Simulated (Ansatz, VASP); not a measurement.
# PbS: VASP beside Ansatz

```
Pb S
1.0
     0.00000    2.96575    2.96575
     2.96575    0.00000    2.96575
     2.96575    2.96575    0.00000
Pb S
1 1
Cartesian
  0.0000 0.0000 0.0000
  2.9657 2.9657 2.9657
```

Alike in both runs: task relaxation of cell and atoms; functional r2SCAN; dispersion rVV10; k mesh 8 × 8 × 8; occupations gaussian, width 0.05 eV; no spin polarisation.

|  | VASP | Ansatz |
| --- | --- | --- |
| version | VASP 6.6.1 | Ansatz 0.2.0 |
| potentials or method | VASP PAW PBE potentials, release 64 (Pb_d, S) | Ansatz PAW polarizable |
| plane-wave cutoff (eV) | 600 | 500 |
| valence electrons in the cell | 20 | 20 |

Ansatz gave:

```
gap on the k mesh at the Fermi level, each at its own relaxed structure (eV) : 0.59
relaxed volume (Å³/atom)                                                     : 26.22
relaxed cell length with the largest relative difference (Å)                 : 4.201
```

Task: What did VASP give for the same quantities?

Result: gap on the k mesh at the Fermi level, each at its own relaxed structure (eV): 0.61; relaxed volume (Å³/atom): 26.29; relaxed cell length with the largest relative difference (Å): 4.205.

VASP's potentials were made for PBE, not for r2SCAN.

Neither program's run includes spin-orbit coupling. Noted on Ansatz's run: the plane-wave basis is chosen anew once the cell has moved, so the energies of steps on either side of that aren't comparable.
